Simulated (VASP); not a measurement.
# HgH3 (P-6m2) in VASP: further runs, part 2 of 2

VASP 6.6.1.

## (3) Relaxation of cell and atoms, PBE

This run uses another cell than the first one, of 9.88 Å³/atom.

INCAR

```
PREC = Accurate ; ENCUT = 600
EDIFF = 1E-6 ; ISMEAR = 0
SIGMA = 0.1 ; LREAL = F
LASPH = T ; NELM = 80
ALGO = Normal ; ISIF = 3
LWAVE = F ; LCHARG = F
GGA = PE ; IBRION = 2
NSW = 100 ; EDIFFG = -0.01
```

KPOINTS

```
regular mesh
0
Gamma
  18 18 10
```

POSCAR

```
HgH3
1.0
    3.0817901065      0.0000000000      0.0000000000
   -1.5408950533      2.6689085214      0.0000000000
    0.0000000000      0.0000000000      4.8050954046
Hg H
1 3
Direct
    0.0000000000      0.0000000000      0.0000000000
    0.7819039822      0.2180960178      0.5000000000
    0.7819039822      0.5638079644      0.5000000000
    0.4361920356      0.2180960178      0.5000000000
```

Potentials or basis: VASP PAW PBE potentials, release 64 (Hg, H).

Run with:

```bash
> cat potpaw_PBE.64/Hg/POTCAR potpaw_PBE.64/H/POTCAR > POTCAR
> mpirun -np 1 vasp_std > vasp.out
```

OUTCAR:

```text
PREC = Accurate
   ENCUT = 600
   EDIFF = 1E-6
   ISMEAR = 0
   LREAL = F
   LASPH = T
   NELM = 80
   ISIF = 3
   GGA = PE
   IBRION = 2
   NSW = 100
   EDIFFG = -0.01

 ion  position               nearest neighbor table
   1  0.000  0.000  0.000-
   2  0.782  0.218  0.500-
   3  0.782  0.564  0.500-
   4  0.436  0.218  0.500-

  LATTYP: Found a hexagonal cell.
 ALAT       =     3.0817901065
 C/A-ratio  =     1.5591897042

  Lattice vectors:

 A1 = (   3.0817901065,   0.0000000000,   0.0000000000)
 A2 = (  -1.5408950533,   2.6689085214,   0.0000000000)
 A3 = (   0.0000000000,   0.0000000000,   4.8050954046)

Analysis of symmetry for initial positions (statically):
=====================================================================
 Subroutine PRICEL returns:
 Original cell was already a primitive cell.

 Routine SETGRP: Setting up the symmetry group for a
 hexagonal supercell.

 Subroutine GETGRP returns: Found 12 space group operations
 (whereof 12 operations were pure point group operations)
 out of a pool of 24 trial point group operations.

The static configuration has the point symmetry D_3h.
[... 278 lines left out ...]

[... ionic steps 4 to 27 ...]

--------------------------------------- Ionic step       28  -------------------------------------------

 number of electron      15.0000001 magnetization

------------------------ aborting loop because EDIFF is reached ----------------------------------------
[... 71 lines left out ...]
--------------------------------------- Ionic step       30  -------------------------------------------

 number of electron      15.0000000 magnetization

 Free energy of the ion-electron system (eV)
  ---------------------------------------------------
  ext. energy  EPLUGINS =         0.00000000
  ---------------------------------------------------
  free energy    TOTEN  =        -7.46171746 eV

  energy without entropy =       -7.45787247  energy(sigma->0) =       -7.45979496

 E-fermi :   1.5251     XC(G=0):  -9.5746

 val. band max:        1.5234488131   @ k =   0.3889   0.1667   0.2000
 cond. band min:       1.5261780881   @ k =   0.3333   0.0000   0.5000
 fundamental gap:      0.0027292750
 Fermi energy:         1.5250667723

 k-point     1 :       0.0000    0.0000    0.0000
  band No.  band energies     occupation
      1      -9.4148      2.00000
      2      -8.1738      2.00000
      3      -6.2445      2.00000
      4      -6.2445      2.00000
      5      -4.8979      2.00000
      6      -4.8979      2.00000
      7      -4.6485      2.00000
      8       0.3078      2.00000
      9       9.6402      0.00000
     10       9.6402      0.00000
     11      11.9737      0.00000
[... 309 lines left out ...]
 k-point    24 :       0.3889    0.1111    0.0000
  band No.  band energies     occupation
      1      -7.4597      2.00000
      2      -6.4717      2.00000
      3      -5.7237      2.00000
      4      -5.3581      2.00000
      5      -4.9723      2.00000
      6      -4.5096      2.00000
      7      -0.8149      2.00000
      8       0.6243      2.00000
      9       3.9669      0.00000
     10       5.9633      0.00000
     11       6.0173      0.00000

 [... further k-points ...]
[... 5 lines left out ...]
  --------------------------------------------------------------------------------------
  -------------------------------------------------------------------------------------
  Total       -0.0350739     -0.0350739     -0.0032676      0.0000000     -0.0000000      0.0000000
  in kB       -1.3568163     -1.3568163     -0.1264049      0.0000000     -0.0000000      0.0000000
  external PRESSURE =      -0.9466792 kB  Pullay stress =       0.0000000 kB
[... 19 lines left out ...]
  FREE ENERGIE OF THE ION-ELECTRON SYSTEM (eV)
  ---------------------------------------------------
  free  energy   TOTEN  =        -7.4617174583 eV

  energy  without entropy=       -7.4578724680  energy(sigma->0) =       -7.45979496

 reached required accuracy - stopping structural energy minimisation
```

OSZICAR:

```text
N       E                     dE             d eps       ncg     rms          rms(c)
DAV:   1     0.852853960909E+02    0.85285E+02   -0.79118E+03  4980   0.135E+03
[... 242 lines left out ...]
       N       E                     dE             d eps       ncg     rms          rms(c)
DAV:   1    -0.746515219778E+01   -0.35104E-02   -0.10409E-01  4929   0.346E+00    0.373E-01
DAV:   2    -0.746219833388E+01    0.29539E-02   -0.63013E-03  4998   0.127E+00    0.126E-01
DAV:   3    -0.746186593153E+01    0.33240E-03   -0.37932E-04  5025   0.195E-01    0.827E-02
DAV:   4    -0.746171643557E+01    0.14950E-03   -0.19979E-04  5016   0.152E-01    0.157E-02
DAV:   5    -0.746171792927E+01   -0.14937E-05   -0.23690E-05  5160   0.605E-02    0.123E-02
DAV:   6    -0.746171745827E+01    0.47100E-06   -0.13848E-06  3888   0.171E-02
  30 F= -.74617175E+01 E0= -.74597950E+01  d E =-.220826E-03
```

CONTCAR:

```text
HgH3
   1.00000000000000
     2.8649439136162593    0.0000000000040473    0.0000000000000001
    -1.4324719568511082    2.4811142096384096    0.0000000000000001
    -0.0000000000000001   -0.0000000000000001    5.8265406755476317
  Hg              H
     1     3
Direct
     0.0000000000000000    0.0000000000000000    0.0000000000000000
     0.8114288224966510    0.1885711775033651    0.5000000000000000
     0.8114288224966484    0.6228576449932837    0.5000000000000000
     0.3771423550067007    0.1885711775033516    0.5000000000000000

  0.00000000E+00  0.00000000E+00  0.00000000E+00
  0.00000000E+00  0.00000000E+00  0.00000000E+00
  0.00000000E+00  0.00000000E+00  0.00000000E+00
  0.00000000E+00  0.00000000E+00  0.00000000E+00
```

Wall time 14 min (1 thread of Intel Xeon 6975P-C (Granite Rapids), shared host); peak memory 0.31 GiB.

What came out:

- Free energy: -7.4617 eV
- Relaxed volume: 10.35 Å³/atom
- Relaxed cell: a = 2.865 Å, b = 2.865 Å, c = 5.827 Å, α = 90.00°, β = 90.00°, γ = 120.00°
- Space group after relaxing (to 0.1 Å): P-6m2 (No. 187)
- Energy gained by relaxing: 10.5 meV/atom
- Ionic steps: 30
- Pressure after relaxing: -0.1 GPa
- Band gap on the k mesh: zero (an odd number of electrons rules out a gap without spin polarisation)

Step by step:
```tsv
step	energy change (eV)	largest force (eV/Å)	pressure (GPa)	volume (Å³)
1	0.0000	0.0314	0.42	39.52
2	-0.0005	0.0079	0.21	39.67
3	-0.0007	0.0231	-0.06	39.87
4	-0.0012	0.0117	-0.10	39.96
5	-0.0023	0.0238	-0.20	40.21
6	-0.0029	0.1022	-0.37	40.71
7	-0.0030	0.0777	-0.32	40.56
8	-0.0033	0.0798	-0.38	40.59
9	-0.0042	0.0862	-0.38	40.67
10	-0.0059	0.0961	-0.49	40.83
11	-0.0075	0.1167	-0.60	41.12
12	-0.0102	0.0917	-0.67	41.01
13	-0.0192	0.0610	-0.67	40.66
14	-0.0372	0.0235	-0.07	39.91
15	0.0280	0.0082	6.20	38.20
16	-0.0387	0.0374	0.40	39.72
17	-0.0390	0.0325	0.70	39.59
18	-0.0406	0.0247	0.12	40.14
19	-0.0406	0.0255	0.10	40.16
20	-0.0412	0.0153	0.08	40.38
21	-0.0419	0.0158	0.02	41.05
22	-0.0419	0.0128	0.07	40.99
23	-0.0419	0.0149	0.03	41.03
24	-0.0419	0.0138	0.05	41.01
25	-0.0420	0.0054	-0.13	41.23
26	-0.0420	0.0063	-0.11	41.21
27	-0.0420	0.0050	-0.14	41.26
28	-0.0421	0.0043	-0.12	41.28
29	-0.0421	0.0031	-0.12	41.33
30	-0.0422	0.0007	-0.09	41.42
```

Final structure:
```
Hg H
1.0
     2.86494    0.00000    0.00000
    -1.43247    2.48111    0.00000
     0.00000    0.00000    5.82654
Hg H
1 3
Direct
  0.00000 0.00000 0.00000
  0.81143 0.18857 0.50000
  0.81143 0.62286 0.50000
  0.37714 0.18857 0.50000
```

Caveat: a cell axis changed by over 15 % at a fixed basis, so the end point is rough; spin-orbit coupling is left out, which moves the levels of the heavy elements.

The gap in the log of VASP goes by the Fermi energy; the results here count the filled bands.